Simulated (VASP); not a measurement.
Input of a VASP 6.6.1 run:

Contents of POSCAR:

```
Mg
1.0
    3.1362963627      0.0000000000      0.0000000000
   -1.5681481813      2.7161123239      0.0000000000
    0.0000000000      0.0000000000      5.0871941387
Mg
2
Direct
    0.3333333333      0.6666666667      0.2500000000
    0.6666666667      0.3333333333      0.7500000000
```

INCAR.step1

```
SYSTEM = Mg
PREC     = Accurate       ! precision mode
ENCUT    = 520            ! plane-wave cutoff, eV
ISMEAR   = -1             ! smearing method
SIGMA    = 0.1            ! smearing width, eV
LREAL    = .FALSE.        ! projectors in reciprocal space
LASPH    = .TRUE.         ! aspherical terms in the spheres
NELM     = 100            ! most SCF steps
NBANDS   = 9              ! bands
GGA      = PE             ! functional
ALGO     = Normal         ! electronic algorithm
EDIFF    = 1E-4           ! SCF threshold, eV
LWAVE    = .TRUE.         ! write WAVECAR
LCHARG   = .FALSE.        ! write CHGCAR
```

Contents of INCAR.step2:

```
SYSTEM = Mg
PREC     = Accurate       ! precision mode
ENCUT    = 520            ! plane-wave cutoff, eV
EDIFF    = 1E-6           ! SCF threshold, eV
ISMEAR   = -1             ! smearing method
SIGMA    = 0.1            ! smearing width, eV
LREAL    = .FALSE.        ! projectors in reciprocal space
LASPH    = .TRUE.         ! aspherical terms in the spheres
NELM     = 100            ! most SCF steps
ALGO     = Normal         ! electronic algorithm
ISIF     = 2              ! what is computed and relaxed
LWAVE    = .FALSE.        ! write WAVECAR
LCHARG   = .FALSE.        ! write CHGCAR
METAGGA  = R2SCAN         ! meta-GGA
LMIXTAU  = .TRUE.       
NBANDS   = 9              ! bands
ISTART   = 1
```

Contents of KPOINTS:

```
Automatic mesh
0
G
  19 19 10
  0 0 0
```

Potentials or basis: VASP PAW PBE potentials, release 64 (Mg).

Launch:

```console
$ cat potpaw_PBE.64/Mg/POTCAR > POTCAR
$ cp INCAR.step1 INCAR
$ mpirun -np 1 vasp_std > vasp.out
$ cp INCAR.step2 INCAR
$ mpirun -np 1 vasp_std > vasp.out
```

Problem. Estimate the band gap on the k mesh.

Solution. Zero (bands 2 and 3 overlap by 2.16 eV).

Problem. Predict the pressure.

Solution. 1.5 GPa.

Stress tensor (GPa, compression positive):
```
1.58 0.00 0.00
0.00 1.58 0.00
0.00 0.00 1.41
```

Caveat: the PAW data sets were made with another functional, which shifts forces and pressure a little.
